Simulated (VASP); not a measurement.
# Ir4W (P6/mmm) in VASP: single point with PBE

Aim: the single point of Ir4W with PBE.

Program: VASP 6.6.1. These are calculated values, not measurements. Logs are shortened: lines on timing, memory, paths and dates and some standing lists are left out, and cuts for length are marked.

### 1 The cell of the first run

Symmetry: P6/mmm, No. 191, hexagonal system. The conventional cell has a = 5.208 Å, b = 5.208 Å, c = 4.765 Å, α = 90.00°, β = 90.00°, γ = 120.00°. Within 3.6 Å of Ir (site symmetry mmm) lie 8 Ir at 2.60 to 3.53 Å and 2 W at 2.60 Å. Within 3.1 Å of Ir (site symmetry 6/mmm) lie 2 W at 2.38 Å. W (site symmetry 6/mmm) has 8 Ir at 2.38 to 2.60 Å within 3.1 Å.

The cell was generated, and may not be a known phase.

### 2 Single point, PBE, collinear spin

File INCAR:

```
SYSTEM = Ir4W
ALGO = Normal
EDIFF = 1E-6
ENCUT = 500
GGA = PE
GGA_COMPAT = .False.
ISIF = 2
ISMEAR = 0
ISPIN = 2
LASPH = .True.
LCHARG = .False.
LMAXMIX = 4
LORBIT = 11
LREAL = .False.
LWAVE = .False.
MAGMOM = 1 1 1 1 0
NBANDS = 37
NELM = 200
PREC = Accurate
SIGMA = 0.1
```

File KPOINTS:

```
k-points
0
Gamma
  6 6 4
  0 0 0
```

File POSCAR:

```
Ir4W
1.0
    5.2082429587      0.0000000000      0.0000000000
   -2.6041214794      4.5104707113      0.0000000000
    0.0000000000      0.0000000000      4.7652526995
Ir W
4 1
Direct
    0.5000000000      0.0000000000      0.0000000000
    0.0000000000      0.5000000000      0.0000000000
    0.5000000000      0.5000000000      0.0000000000
    0.0000000000      0.0000000000      0.5000000000
    0.0000000000      0.0000000000      0.0000000000
```

Potentials or basis: VASP PAW PBE potentials, release 64 (Ir, W_sv).

Command:

```
$ cat potpaw_PBE.64/Ir/POTCAR potpaw_PBE.64/W_sv/POTCAR > POTCAR
$ mpirun -np 1 vasp_std > vasp.out
```

OUTCAR:

```text
SYSTEM = Ir4W
   EDIFF = 1E-6
   ENCUT = 500
   GGA = PE
   ISIF = 2
   ISMEAR = 0
   ISPIN = 2
   LASPH = .True.
   LORBIT = 11
   LREAL = .False.
   NELM = 200
   PREC = Accurate

 ion  position               nearest neighbor table
   1  0.500  0.000  0.000-   2 2.60   2 2.60   5 2.60   5 2.60   3 2.60   3 2.60
   2  0.000  0.500  0.000-   1 2.60   1 2.60   3 2.60   3 2.60   5 2.60   5 2.60
   3  0.500  0.500  0.000-   5 2.60   5 2.60   2 2.60   2 2.60   1 2.60   1 2.60
   4  0.000  0.000  0.500-   5 2.38   5 2.38
   5  0.000  0.000  0.000-   4 2.38   4 2.38   3 2.60   3 2.60   1 2.60   1 2.60   2 2.60   2 2.60

  LATTYP: Found a hexagonal cell.
 ALAT       =     5.2082429587
 C/A-ratio  =     0.9149443944

  Lattice vectors:

 A1 = (   5.2082429587,   0.0000000000,   0.0000000000)
 A2 = (  -2.6041214794,   4.5104707113,   0.0000000000)
 A3 = (   0.0000000000,   0.0000000000,   4.7652526995)

Analysis of symmetry for initial positions (statically):
=====================================================================
 Subroutine PRICEL returns:
 Original cell was already a primitive cell.

 Routine SETGRP: Setting up the symmetry group for a
 hexagonal supercell.

 Subroutine GETGRP returns: Found 24 space group operations
 (whereof 24 operations were pure point group operations)
 out of a pool of 24 trial point group operations.

The static configuration has the point symmetry D_6h.

Analysis of symmetry for dynamics (positions and initial velocities):
=====================================================================
 Subroutine PRICEL returns:
 Original cell was already a primitive cell.

 Routine SETGRP: Setting up the symmetry group for a
 hexagonal supercell.

 Subroutine GETGRP returns: Found 24 space group operations
 (whereof 24 operations were pure point group operations)
 out of a pool of 24 trial point group operations.

The dynamic configuration has the point symmetry D_6h.

Analysis of structural, dynamic, and magnetic symmetry:
=====================================================================
 Subroutine PRICEL returns:
 Original cell was already a primitive cell.

 Routine SETGRP: Setting up the symmetry group for a
 hexagonal supercell.

 Subroutine GETGRP returns: Found 24 space group operations
 (whereof 24 operations were pure point group operations)
 out of a pool of 24 trial point group operations.

The overall configuration has the point symmetry D_6h.

 Subroutine INISYM returns: Found 24 space group operations
 (whereof 24 operations are pure point group operations),
 and found     1 'primitive' translations

----------------------------------------------------------------------------------------

                                     Primitive cell

  volume of cell :     111.9435

  direct lattice vectors                    reciprocal lattice vectors
     5.208242959  0.000000000  0.000000000     0.192003332  0.110853175  0.000000000
    -2.604121479  4.510470711  0.000000000     0.000000000  0.221706350  0.000000000
     0.000000000  0.000000000  4.765252700     0.000000000  0.000000000  0.209852460

  length of vectors
     5.208242959  5.208242959  4.765252700     0.221706350  0.221706350  0.209852460

  position of ions in fractional coordinates (direct lattice)
     0.500000000  0.000000000  0.000000000
     1.000000000  0.500000000  0.000000000
     0.500000000  0.500000000  0.000000000
     0.000000000  0.000000000  0.500000000
     0.000000000  0.000000000  0.000000000

  ion indices of the primitive-cell ions
   primitive index   ion index
                 1           1
                 2           2
                 3           3
                 4           4
                 5           5

----------------------------------------------------------------------------------------

 KPOINTS: k-points

Automatic generation of k-mesh.
 Grid dimensions read from file:
 generate k-points for:    6    6    4

 Generating k-lattice:

  Cartesian coordinates                     Fractional coordinates (reciprocal lattice)
     0.032000555  0.018475529  0.000000000     0.166666667 -0.000000000  0.000000000
     0.000000000  0.036951058  0.000000000     0.000000000  0.166666667  0.000000000
     0.000000000  0.000000000  0.052463115     0.000000000  0.000000000  0.250000000

  Length of vectors
     0.036951058  0.036951058  0.052463115

  Shift w.r.t. Gamma in fractional coordinates (k-lattice)
     0.000000000  0.000000000  0.000000000

 Subroutine IBZKPT returns following result:
 ===========================================

 Found     21 irreducible k-points:

 Following reciprocal coordinates:
            Coordinates               Weight
  0.000000  0.000000  0.000000      1.000000
  0.166667  0.000000  0.000000      6.000000
  0.333333 -0.000000  0.000000      6.000000
  0.500000 -0.000000  0.000000      3.000000
  0.166667  0.166667  0.000000      6.000000
  0.333333  0.166667  0.000000     12.000000
[... 13 lines left out ...]
  0.333333  0.166667  0.500000     12.000000
  0.333333  0.333333  0.500000      2.000000
   k-points           NKPTS =     21   k-points in BZ     NKDIM =     21   number of bands    NBANDS=     37
   number of dos      NEDOS =    301   number of ions     NIONS =      5
   total plane-waves  NPLWV =  57600
   dimension x,y,z NGX =    40 NGY =   40 NGZ =   36
   dimension x,y,z NGXF=    80 NGYF=   80 NGZF=   72
   ions per type =               4   1
   NGX,Y,Z   is equivalent  to a cutoff of  12.77, 12.77, 12.56 a.u.
   NGXF,Y,Z  is equivalent  to a cutoff of  25.54, 25.54, 25.12 a.u.
 SYSTEM =  Ir4W
   PREC   = accura    normal or accurate (medium, high low for compatibility)
   ISTART =      0    job   : 0-new  1-cont  2-samecut
   ICHARG =      2    charge: 1-file 2-atom 10-const
   ISPIN  =      2    spin polarized calculation?
   LNONCOLLINEAR =      F non collinear calculations
   LSORBIT =      F    spin-orbit coupling
   LASPH  =      T    aspherical Exc in radial PAW
   ENCUT  =  500.0 eV  36.75 Ry    6.06 a.u.   9.50  9.50  8.69*2*pi/ulx,y,z
   NELM   =    200;   NELMIN=  2; NELMDL= -5     # of ELM steps
   EDIFF  = 0.1E-05   stopping-criterion for ELM
   LREAL  =      F    real-space projection
   EDIFFG = 0.1E-04   stopping-criterion for IOM
   NSW    =      0    number of steps for IOM
   IBRION =     -1    ionic relax: 0-MD 1-quasi-New 2-CG
   NFREE  =      0    steps in history (QN), initial steepest desc. (CG)
   ISIF   =      2    stress and relaxation
   ISYM   =      2    0-nonsym 1-usesym 2-fastsym
   POTIM  = 0.5000    time-step for ionic-motion
   TEBEG  =    0.0;   TEEND  =   0.0 temperature during run
   PSTRESS=    0.0 pullay stress
   NELECT =      50.0000    total number of electrons
   NUPDOWN=      -1.0000    fix difference up-down
   EMIN   =  10.00;   EMAX   =-10.00  energy-range for DOS
   EFERMI =   0.00;   METHOD = LEGACY
   ISMEAR =     0;   SIGMA  =   0.10  broadening in eV -4-tet -1-fermi 0-gaus
   EFERMI_NEDOS =   21; number of points for ismear=-14 and -15
   IALGO  =     38    algorithm
   IMIX   =      4    mixing-type and parameters
     AMIX     =   0.40;   BMIX     =  1.00
     AMIX_MAG =   1.60;   BMIX_MAG =  1.00
  volume/ion in A,a.u.               =      22.39       151.09
  Fermi-wavevector in a.u.,A,eV,Ry     =   1.251407  2.364816 21.306979  1.566019
  Thomas-Fermi vector in A             =   2.385356
   LORBIT       =     11    0 simple, 1 ext, 2 COOP (PROOUT), +10 PAW based schemes
   GGA     = PE    functional components
   LHFCALC =     F    Hartree Fock is set to
   AEXX    =    0.0000 exact exchange contribution
   IVDW    =     0    specifies the selected vdW correction
   LEPSILON=     F    determine dielectric tensor
   LRPA    =     F    only Hartree local field effects (RPA)
 spin polarized calculation
 Gauss-broadening in eV      SIGMA  =   0.10
  energy-cutoff  :      500.00
  volume of cell :      111.94
 maximum number of plane-waves:      2862
 NGX is ok and might be reduce to    40
   NGX = 19   NGY = 19   NGZ = 17

 number of electron      49.9999996 magnetization       0.0038183

 Free energy of the ion-electron system (eV)
  ---------------------------------------------------
  ext. energy  EPLUGINS =         0.00000000
  ---------------------------------------------------
  free energy    TOTEN  =       -40.82696582 eV

  energy without entropy =      -40.77600161  energy(sigma->0) =      -40.80148371

 E-fermi :   4.4225     XC(G=0): -10.8679

 val. band max:        4.4063195584   @ k =   0.5000  -0.0000   0.0000
 cond. band min:       4.4291630553   @ k =   0.3333  -0.0000   0.2500
 fundamental gap:      0.0228434969
 Fermi energy:         4.4224733353

 spin component 1

 k-point     1 :       0.0000    0.0000    0.0000
  band No.  band energies     occupation
      1     -69.7237      1.00000
      2     -34.0474      1.00000
      3     -33.9390      1.00000
      4     -33.9390      1.00000
      5      -3.8025      1.00000
      6      -1.9895      1.00000
[... 829 lines left out ...]
     36      12.6408      0.00000
     37      13.5722      0.00000
 Fermi energy:         4.4224733353

 spin component 2

 k-point     1 :       0.0000    0.0000    0.0000
  band No.  band energies     occupation
      1     -69.7233      1.00000
      2     -34.0466      1.00000
      3     -33.9385      1.00000
      4     -33.9385      1.00000
      5      -3.8023      1.00000
      6      -1.9892      1.00000
[... 829 lines left out ...]
     36      12.6411      0.00000
     37      13.5726      0.00000

------------------------ aborting loop because EDIFF is reached ----------------------------------------

  FORCE on cell =-STRESS in cart. coord.  units (eV):
  Direction    XX          YY          ZZ          XY          YZ          ZX
  --------------------------------------------------------------------------------------
  -------------------------------------------------------------------------------------
  Total        0.3302370      0.3302370      0.8046048     -0.0000000      0.0000000      0.0000000
  in kB        4.7264735      4.7264735     11.5158019     -0.0000000      0.0000000      0.0000000
  external PRESSURE =       6.9895830 kB  Pullay stress =       0.0000000 kB

 VOLUME and BASIS-vectors are now :
 -----------------------------------------------------------------------------
  energy-cutoff  :      500.00
  volume of cell :      111.94
      direct lattice vectors                 reciprocal lattice vectors
     5.208242959  0.000000000  0.000000000     0.192003332  0.110853175  0.000000000
    -2.604121479  4.510470711  0.000000000     0.000000000  0.221706350  0.000000000
     0.000000000  0.000000000  4.765252700     0.000000000  0.000000000  0.209852460

 POSITION                                       TOTAL-FORCE (eV/Angst)
 -----------------------------------------------------------------------------------
      2.60412      0.00000      0.00000        -0.000000      0.000000      0.000000
     -1.30206      2.25524      0.00000        -0.000000      0.000000      0.000000
      1.30206      2.25524      0.00000         0.000000      0.000000      0.000000
      0.00000      0.00000      2.38263         0.000000      0.000000      0.000000
      0.00000      0.00000      0.00000         0.000000      0.000000      0.000000
 -----------------------------------------------------------------------------------
    total drift:                               -0.000000      0.000000     -0.000000

  FREE ENERGIE OF THE ION-ELECTRON SYSTEM (eV)
  ---------------------------------------------------
  free  energy   TOTEN  =       -40.8269658187 eV

  energy  without entropy=      -40.7760016106  energy(sigma->0) =      -40.80148371

 total charge

# of ion       s       p       d       tot
------------------------------------------
    1        0.738   0.537   6.950   8.226
    2        0.738   0.537   6.950   8.226
    3        0.738   0.537   6.950   8.226
    4        0.540   0.328   7.162   8.030
    5        2.487   6.331   3.408  12.226
--------------------------------------------------
tot          5.242   8.271  31.421  44.933

 magnetization (x)

# of ion       s       p       d       tot
------------------------------------------
    1        0.000   0.000   0.001   0.001
    2        0.000   0.000   0.001   0.001
    3        0.000   0.000   0.001   0.001
    4        0.000   0.000   0.001   0.001
    5        0.000   0.000   0.001   0.001
--------------------------------------------------
tot          0.000   0.000   0.003   0.004
```

It took 8 min on 1 thread of Oxide Virtual Turin-like, shared host; peak memory 0.31 GiB.

Results:

- Free energy: -40.8270 eV
- Pressure: 0.7 GPa
- Band gap on the k mesh: zero (filled and empty bands overlap)
- Net moment: 0.00 μB per cell
- Valence electrons inside the program's atomic spheres: Ir 8.23, 8.03 (each value once); W 12.23

Caveat: spin-orbit coupling is left out, which moves the levels of the heavy elements.

The gap in the log of VASP goes by the Fermi energy; the results here count the filled bands.